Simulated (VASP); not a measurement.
Wanted: the native input for a VASP 6.6.1 run.

```
Task                   : single point
Functional             : PBE
Potentials or basis    : VASP PAW PBE potentials, release 64 (Al, C, H)
Cutoff                 : 520 eV
k mesh                 : 3 × 3 × 1
Occupations            : fermi-dirac, width 0.15 eV
Spin                   : no spin polarisation
Dipole correction      : no
Further INCAR settings : ALGO = Normal; EDIFF = 1e-06; NBANDS = 34
```

The structure of Al12HC lies in POSCAR:

```
Al12HC
1.0
    5.7275650000      0.0000000000      0.0000000000
    2.8637820000      4.9602170000      0.0000000000
    0.0000000000      0.0000000000     17.6765370000
Al C H
12 1 1
Direct
    0.1666666208      0.1666667003      0.0565722234
    0.6666667081      0.1666667003      0.0565722234
    0.1666666712      0.6666665995      0.0565722234
    0.6666667585      0.6666665995      0.0565722234
   -0.1613376125      0.3299059295      0.1832486759
    0.3424636437      0.3250855759      0.1902955313
   -0.1607442335      0.8294423409      0.1901460111
    0.3423341297      0.8304287897      0.1902795214
    0.0262973892     -0.0330294017      0.3227683680
    0.5133812006     -0.0082992337      0.3178397443
    0.0260646963      0.5031628657      0.3228244876
    0.4948427132      0.5008821187      0.3234851940
    0.8524431835      0.3217260455      0.3740350273
    0.8572519765      0.3189745529      0.4363913022
```

The input as run:

INCAR

```
SYSTEM = Al12HC
PREC = Accurate ; ENCUT = 520
EDIFF = 1E-6 ; ISMEAR = -1
SIGMA = 0.15 ; LREAL = .FALSE.
LASPH = .TRUE. ; NELM = 60
ALGO = Normal ; ISIF = 2
LWAVE = .FALSE. ; LCHARG = .FALSE.
GGA = PE ; NBANDS = 34
```

KPOINTS

```
regular mesh
0
G
  3 3 1
  0 0 0
```

Potentials or basis: VASP PAW PBE potentials, release 64 (Al, C, H).

Launch:

```sh
$ cat potpaw_PBE.64/Al/POTCAR potpaw_PBE.64/C/POTCAR potpaw_PBE.64/H/POTCAR > POTCAR
$ mpirun -np 1 vasp_std > vasp.out
```

Results of the run:

```yaml
Largest_force: 0.298 eV/Å
```

Caveat: the k points lie up to 0.42 Å⁻¹ apart.

It took 3.1 min on 1 thread of AMD EPYC 9R14 (Zen 4), on a shared host, peak memory 0.65 GiB.
